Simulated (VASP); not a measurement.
# B (Fm-3m) in VASP: notebook

B is run at these levels: PBE; tasks: density of states.

Program: VASP 6.6.1. These are calculated values, not measurements. Logs are shortened: lines on timing, memory, paths and dates and some standing lists are left out, and cuts for length are marked.

### Step 1. The cell of the first run

The structure is cubic, space group Fm-3m (No. 225). Conventional cell: a = 2.417 Å, b = 2.417 Å, c = 2.417 Å, α = 90.00°, β = 90.00°, γ = 90.00°. Within 2.3 Å of B (site symmetry m-3m) lie 12 B at 1.71 Å.

### Step 2. Density of states, PBE (volume scaled by 0.6)

Contents of POSCAR:

```
B
1.0
    0.0000000000      1.2086945688      1.2086945688
    1.2086945688      0.0000000000      1.2086945688
    1.2086945688      1.2086945688      0.0000000000
B
1
Direct
    0.0000000000      0.0000000000      0.0000000000
```

Contents of INCAR.step1:

```
SYSTEM = B
PREC = Accurate
ENCUT = 520
EDIFF = 1E-7
ISMEAR = -1
SIGMA = 0.05
LREAL = .FALSE.
LASPH = .TRUE.
NELM = 80
ALGO = Normal
ISIF = 2
LWAVE = .FALSE.
LCHARG = .TRUE.
GGA = PE
NBANDS = 8
```

Contents of KPOINTS.step1:

```
regular mesh
0
G
  24 24 24
  0 0 0
```

Contents of INCAR.step2:

```
SYSTEM = B
PREC = Accurate
ENCUT = 520
EDIFF = 1E-7
ISMEAR = -5
SIGMA = 0.05
LREAL = .FALSE.
LASPH = .TRUE.
NELM = 80
ALGO = Normal
ISIF = 2
LWAVE = .FALSE.
LCHARG = .FALSE.
GGA = PE
LORBIT = 11
NBANDS = 8
NEDOS = 1001
ICHARG = 11
```

Contents of KPOINTS.step2:

```
regular mesh
0
G
  36 36 36
  0 0 0
```

Potentials or basis: VASP PAW PBE potentials, release 64 (B).

Command:

```console
$ cat potpaw_PBE.64/B/POTCAR > POTCAR
$ cp INCAR.step1 INCAR
$ cp KPOINTS.step1 KPOINTS
$ mpirun -np 1 vasp_std > vasp.out
$ cp INCAR.step2 INCAR
$ cp KPOINTS.step2 KPOINTS
$ mpirun -np 1 vasp_std > vasp.out
```

OUTCAR:

```text
SYSTEM = B
   PREC = Accurate
   ENCUT = 520
   EDIFF = 1E-7
   ISMEAR = -5
   LREAL = .FALSE.
   LASPH = .TRUE.
   NELM = 80
   ISIF = 2
   GGA = PE
   LORBIT = 11
   ICHARG = 11

 ion  position               nearest neighbor table
   1  0.000  0.000  0.000-

  LATTYP: Found a face centered cubic cell.
 ALAT       =     2.4173891376

  Lattice vectors:

 A1 = (   0.0000000000,   1.2086945688,   1.2086945688)
 A2 = (   1.2086945688,   0.0000000000,   1.2086945688)
 A3 = (   1.2086945688,   1.2086945688,   0.0000000000)

Analysis of symmetry for initial positions (statically):
=====================================================================
 Subroutine PRICEL returns:
 Original cell was already a primitive cell.

 Routine SETGRP: Setting up the symmetry group for a
 face centered cubic supercell.

 Subroutine GETGRP returns: Found 48 space group operations
 (whereof 48 operations were pure point group operations)
 out of a pool of 48 trial point group operations.

The static configuration has the point symmetry O_h .

Analysis of symmetry for dynamics (positions and initial velocities):
=====================================================================
 Subroutine PRICEL returns:
 Original cell was already a primitive cell.

 Routine SETGRP: Setting up the symmetry group for a
 face centered cubic supercell.

 Subroutine GETGRP returns: Found 48 space group operations
 (whereof 48 operations were pure point group operations)
 out of a pool of 48 trial point group operations.

The dynamic configuration has the point symmetry O_h .

 Subroutine INISYM returns: Found 48 space group operations
 (whereof 48 operations are pure point group operations),
 and found     1 'primitive' translations

----------------------------------------------------------------------------------------

                                     Primitive cell

  volume of cell :       3.5317

  direct lattice vectors                    reciprocal lattice vectors
     0.000000000  1.208694569  1.208694569    -0.413669436  0.413669436  0.413669436
     1.208694569  0.000000000  1.208694569     0.413669436 -0.413669436  0.413669436
     1.208694569  1.208694569  0.000000000     0.413669436  0.413669436 -0.413669436

  length of vectors
     1.709352252  1.709352252  1.709352252     0.716496480  0.716496480  0.716496480

  position of ions in fractional coordinates (direct lattice)
     0.000000000  0.000000000  0.000000000

  ion indices of the primitive-cell ions
   primitive index   ion index
                 1           1
[... 75 lines left out ...]
   LREAL  =      F    real-space projection
   EDIFFG = 0.1E-05   stopping-criterion for IOM
   NSW    =      0    number of steps for IOM
   IBRION =     -1    ionic relax: 0-MD 1-quasi-New 2-CG
   NFREE  =      0    steps in history (QN), initial steepest desc. (CG)
   ISIF   =      2    stress and relaxation
   ISYM   =      2    0-nonsym 1-usesym 2-fastsym
   POTIM  = 0.5000    time-step for ionic-motion
   TEBEG  =    0.0;   TEEND  =   0.0 temperature during run
   PSTRESS=    0.0 pullay stress
   NELECT =       3.0000    total number of electrons
   NUPDOWN=      -1.0000    fix difference up-down
   EMIN   =  10.00;   EMAX   =-10.00  energy-range for DOS
   EFERMI =   0.00;   METHOD = LEGACY
   ISMEAR =    -5;   SIGMA  =   0.05  broadening in eV -4-tet -1-fermi 0-gaus
   EFERMI_NEDOS =   21; number of points for ismear=-14 and -15
   IALGO  =     38    algorithm
   IMIX   =      4    mixing-type and parameters
     AMIX     =   0.40;   BMIX     =  1.00
     AMIX_MAG =   1.60;   BMIX_MAG =  1.00
  volume/ion in A,a.u.               =       3.53        23.83
  Fermi-wavevector in a.u.,A,eV,Ry     =   1.550441  2.929909 32.706616  2.403868
  Thomas-Fermi vector in A             =   2.655104
   LORBIT       =     11    0 simple, 1 ext, 2 COOP (PROOUT), +10 PAW based schemes
   GGA     = PE    functional components
   LHFCALC =     F    Hartree Fock is set to
   AEXX    =    0.0000 exact exchange contribution
   IVDW    =     0    specifies the selected vdW correction
   LEPSILON=     F    determine dielectric tensor
   LRPA    =     F    only Hartree local field effects (RPA)
 non-spin polarized calculation
 Fermi weights with tetrahedron method with Bloechl corrections
  energy-cutoff  :      520.00
  volume of cell :        3.53
 maximum number of plane-waves:       113
 NGX is ok and might be reduce to    14

 number of electron       3.0000000 magnetization

 Free energy of the ion-electron system (eV)
  ---------------------------------------------------
  ext. energy  EPLUGINS =         0.00000000
  ---------------------------------------------------
  free energy    TOTEN  =        -3.62030926 eV

  energy without entropy =       -3.62030926  energy(sigma->0) =       -3.62030926

 E-fermi :  17.8659     XC(G=0): -15.3219

 val. band max:       17.9101168458   @ k =  -0.3889   0.4444   0.1667
 cond. band min:      17.6102308000   @ k =  -0.3333   0.5000   0.1667
 fundamental gap:     -0.2998860457
 Fermi energy:        17.8658668150

 k-point     1 :       0.0000    0.0000    0.0000
  band No.  band energies     occupation
      1      -8.1159      2.00000
      2      43.0011      0.00000
      3      43.0011      0.00000
      4      43.0011      0.00000
      5      61.7423      0.00000
      6      61.7423      0.00000
      7      61.7423      0.00000
      8      65.8357      0.00000
[... 243 lines left out ...]
 k-point    24 :       0.1389    0.0278    0.0000
  band No.  band energies     occupation
      1      -7.1669      2.00000
      2      37.1705      0.00000
      3      40.9914      0.00000
      4      42.3737      0.00000
      5      57.6674      0.00000
      6      63.8694      0.00000
      7      64.8574      0.00000
      8      70.6311      0.00000

 [... further k-points ...]
[... 5 lines left out ...]
  --------------------------------------------------------------------------------------
  -------------------------------------------------------------------------------------
  Total        7.6472581      7.6472581      7.6472581     -0.0000000     -0.0000000      0.0000000
  in kB     3469.2581808   3469.2581808   3469.2581808     -0.0000000     -0.0000000      0.0000000
  external PRESSURE =    3469.2581808 kB  Pullay stress =       0.0000000 kB

 VOLUME and BASIS-vectors are now :
 -----------------------------------------------------------------------------
  energy-cutoff  :      520.00
  volume of cell :        3.53
      direct lattice vectors                 reciprocal lattice vectors
     0.000000000  1.208694569  1.208694569    -0.413669436  0.413669436  0.413669436
     1.208694569  0.000000000  1.208694569     0.413669436 -0.413669436  0.413669436
     1.208694569  1.208694569  0.000000000     0.413669436  0.413669436 -0.413669436

 POSITION                                       TOTAL-FORCE (eV/Angst)
 -----------------------------------------------------------------------------------
      0.00000      0.00000      0.00000        -0.000000      0.000000     -0.000000
 -----------------------------------------------------------------------------------
    total drift:                               -0.000000     -0.000000     -0.000000

  FREE ENERGIE OF THE ION-ELECTRON SYSTEM (eV)
  ---------------------------------------------------
  free  energy   TOTEN  =        -3.6203092636 eV

  energy  without entropy=       -3.6203092636  energy(sigma->0) =       -3.62030926

 total charge

# of ion       s       p       d       tot
------------------------------------------
    1        0.797   1.785   0.000   2.582
```

OUTCAR.step1:

```text
SYSTEM = B
   PREC = Accurate
   ENCUT = 520
   EDIFF = 1E-7
   ISMEAR = -1
   LREAL = .FALSE.
[... 480 lines left out ...]

 POSITION                                       TOTAL-FORCE (eV/Angst)
 -----------------------------------------------------------------------------------
      0.00000      0.00000      0.00000        -0.000000     -0.000000     -0.000000
 -----------------------------------------------------------------------------------
    total drift:                               -0.000000     -0.000000     -0.000000

  FREE ENERGIE OF THE ION-ELECTRON SYSTEM (eV)
  ---------------------------------------------------
  free  energy   TOTEN  =        -3.6209854465 eV

  energy  without entropy=       -3.6197931833  energy(sigma->0) =       -3.62038931
```

OSZICAR.step1:

```text
N       E                     dE             d eps       ncg     rms          rms(c)
DAV:   1    -0.173271417163E+01   -0.17327E+01   -0.18371E+03  7792   0.314E+02
DAV:   2    -0.368504110943E+01   -0.19523E+01   -0.19109E+01  8472   0.378E+01
DAV:   3    -0.368577249202E+01   -0.73138E-03   -0.73136E-03  7552   0.778E-01
DAV:   4    -0.368577250190E+01   -0.98786E-08   -0.92328E-08  9080   0.241E-03
DAV:   5    -0.368577250096E+01    0.94440E-09   -0.25277E-12  7584   0.724E-06    0.361E+00
DAV:   6    -0.364042104204E+01    0.45351E-01   -0.33946E-03  7328   0.480E-01    0.221E+00
DAV:   7    -0.362099271545E+01    0.19428E-01   -0.36173E-03  7808   0.494E-01    0.648E-02
DAV:   8    -0.362098725207E+01    0.54634E-05   -0.57827E-06  6880   0.239E-02    0.177E-02
DAV:   9    -0.362098545274E+01    0.17993E-05   -0.15536E-06  7760   0.102E-02    0.151E-03
DAV:  10    -0.362098544650E+01    0.62378E-08   -0.20029E-09  4456   0.458E-04
   1 F= -.36209854E+01 E0= -.36203893E+01  d E =-.119226E-02
```

It took 12 s on 1 thread of Intel Xeon 6975P-C (Granite Rapids), shared host; peak memory 0.14 GiB.

Results:

* Valence electrons inside the program's atomic spheres: B 2.58

Caveat: the cell differs from its parent crystal (volume scaled by 0.6); tetrahedron occupations give inexact forces and stress in metals.

### Step 3. Density of states, PBE (volume scaled by 0.6)

POSCAR is that of step 2.

Contents of INCAR.step1:

```
ALGO = Normal
EDIFF = 1E-6
ENCUT = 520
GGA = PE
ISIF = 2
ISMEAR = -1
LASPH = T
LCHARG = T
LREAL = F
LWAVE = F
NBANDS = 8
NELM = 100
PREC = Accurate
SIGMA = 0.05
```

Contents of KPOINTS.step1:

```
k-points
0
Gamma
  24 24 24
```

Contents of INCAR.step2:

```
ALGO = Normal
EDIFF = 1E-6
ENCUT = 520
GGA = PE
ICHARG = 11
ISIF = 2
ISMEAR = -5
LASPH = T
LCHARG = F
LORBIT = 10
LREAL = F
LWAVE = F
NEDOS = 2001
NELM = 100
PREC = Accurate
SIGMA = 0.05
```

Contents of KPOINTS.step2:

```
k-points
0
Gamma
  36 36 36
```

Potentials or basis: VASP PAW PBE potentials, release 64 (B).

Command:

```console
$ cat potpaw_PBE.64/B/POTCAR > POTCAR
$ cp INCAR.step1 INCAR
$ cp KPOINTS.step1 KPOINTS
$ mpirun -np 1 vasp_std > vasp.out
$ cp INCAR.step2 INCAR
$ cp KPOINTS.step2 KPOINTS
$ mpirun -np 1 vasp_std > vasp.out
```

Run time: 11 s. Hardware: 1 thread of Intel Xeon 6975P-C (Granite Rapids), shared host; peak memory 0.13 GiB.

It converged, with:

```yaml
Valence_electrons_inside_the_program's_atomic_spheres: B 2.58
```

Levels at points of the mesh, in eV from the Fermi level:
```csv
k point,band 1,band 2,band 3,band 4
"(0.00, 0.00, 0.00)",-25.98,25.14,25.14,25.14
"(0.50, 0.00, 0.00)",-15.35,-5.84,20.38,20.38
"(0.50, 0.50, 0.00)",-11.03,0.77,9.14,9.14
```

Caveat: the cell differs from its parent crystal (volume scaled by 0.6); tetrahedron occupations give inexact forces and stress in metals.

### Step 4. Density of states, PBE

This run uses another cell than the first one, of 5.89 Å³/atom, 1.667 times its volume.

Contents of POSCAR:

```
B
1.0
    0.0000000000      1.4330658730      1.4330658730
    1.4330658730      0.0000000000      1.4330658730
    1.4330658730      1.4330658730      0.0000000000
B
1
Direct
    0.0000000000      0.0000000000      0.0000000000
```

INCAR.step1 is that of step 3.

KPOINTS.step1 is that of step 3.

Edit INCAR.step2 of step 3 so:

```diff
@@ -9,5 +9,6 @@
 LCHARG = F
-LORBIT = 10
+LORBIT = 11
 LREAL = F
 LWAVE = F
+NBANDS = 8
 NEDOS = 2001
```

KPOINTS.step2 is that of step 3.

Potentials or basis: VASP PAW PBE potentials, release 64 (B).

Command:

```console
$ cat potpaw_PBE.64/B/POTCAR > POTCAR
$ cp INCAR.step1 INCAR
$ cp KPOINTS.step1 KPOINTS
$ mpirun -np 1 vasp_std > vasp.out
$ cp INCAR.step2 INCAR
$ cp KPOINTS.step2 KPOINTS
$ mpirun -np 1 vasp_std > vasp.out
```

OUTCAR:

```text
EDIFF = 1E-6
   ENCUT = 520
   GGA = PE
   ICHARG = 11
   ISIF = 2
   ISMEAR = -5
   LASPH = T
   LORBIT = 11
   LREAL = F
   NELM = 100
   PREC = Accurate

 ion  position               nearest neighbor table
   1  0.000  0.000  0.000-

  LATTYP: Found a face centered cubic cell.
 ALAT       =     2.8661317460

  Lattice vectors:

 A1 = (   0.0000000000,   1.4330658730,   1.4330658730)
 A2 = (   1.4330658730,   0.0000000000,   1.4330658730)
 A3 = (   1.4330658730,   1.4330658730,   0.0000000000)

Analysis of symmetry for initial positions (statically):
=====================================================================
 Subroutine PRICEL returns:
 Original cell was already a primitive cell.

 Routine SETGRP: Setting up the symmetry group for a
 face centered cubic supercell.

 Subroutine GETGRP returns: Found 48 space group operations
 (whereof 48 operations were pure point group operations)
 out of a pool of 48 trial point group operations.

The static configuration has the point symmetry O_h .

Analysis of symmetry for dynamics (positions and initial velocities):
=====================================================================
[... 160 lines left out ...]
 cond. band min:      10.5918425388   @ k =  -0.4722   0.3333   0.0278
 fundamental gap:     -0.0302410254
 Fermi energy:        10.5857123919

 k-point     1 :       0.0000    0.0000    0.0000
  band No.  band energies     occupation
      1      -8.6262      2.00000
      2      26.5680      0.00000
      3      26.5680      0.00000
      4      26.5680      0.00000
      5      43.0625      0.00000
      6      43.0625      0.00000
      7      43.0625      0.00000
      8      46.8109      0.00000
[... 243 lines left out ...]
 k-point    24 :       0.1389    0.0278    0.0000
  band No.  band energies     occupation
      1      -7.8619      2.00000
      2      23.1577      0.00000
      3      25.4664      0.00000
      4      26.1779      0.00000
      5      39.7545      0.00000
      6      44.3066      0.00000
      7      44.8339      0.00000
      8      49.3665      0.00000

 [... further k-points ...]
[... 5 lines left out ...]
  --------------------------------------------------------------------------------------
  -------------------------------------------------------------------------------------
  Total       -0.0015337     -0.0015337     -0.0015337      0.0000000      0.0000000      0.0000000
  in kB       -0.4174785     -0.4174785     -0.4174785      0.0000000      0.0000000      0.0000000
  external PRESSURE =      -0.4174785 kB  Pullay stress =       0.0000000 kB

 VOLUME and BASIS-vectors are now :
 -----------------------------------------------------------------------------
  energy-cutoff  :      520.00
  volume of cell :        5.89
      direct lattice vectors                 reciprocal lattice vectors
     0.000000000  1.433065873  1.433065873    -0.348902315  0.348902315  0.348902315
     1.433065873  0.000000000  1.433065873     0.348902315 -0.348902315  0.348902315
     1.433065873  1.433065873  0.000000000     0.348902315  0.348902315 -0.348902315

 POSITION                                       TOTAL-FORCE (eV/Angst)
 -----------------------------------------------------------------------------------
      0.00000      0.00000      0.00000         0.000000      0.000000      0.000000
 -----------------------------------------------------------------------------------
    total drift:                               -0.000000     -0.000000     -0.000000

  FREE ENERGIE OF THE ION-ELECTRON SYSTEM (eV)
  ---------------------------------------------------
  free  energy   TOTEN  =        -5.3498199475 eV

  energy  without entropy=       -5.3498199475  energy(sigma->0) =       -5.34981995

 total charge

# of ion       s       p       d       tot
------------------------------------------
    1        0.653   1.129   0.000   1.782
```

Wall time 16 s (1 thread of Intel Xeon 6975P-C (Granite Rapids), shared host); peak memory 0.15 GiB.

Results:

```
Valence electrons inside the program's atomic spheres : B 1.78
```

Levels at points of the mesh, in eV from the Fermi level:
```tsv
k point	band 1	band 2	band 3	band 4
(0.00, 0.00, 0.00)	-19.21	15.98	15.98	15.98
(0.50, 0.00, 0.00)	-10.03	-5.67	13.03	13.03
(0.50, 0.50, 0.00)	-7.23	-0.28	6.09	6.09
```

Caveat: tetrahedron occupations give inexact forces and stress in metals.
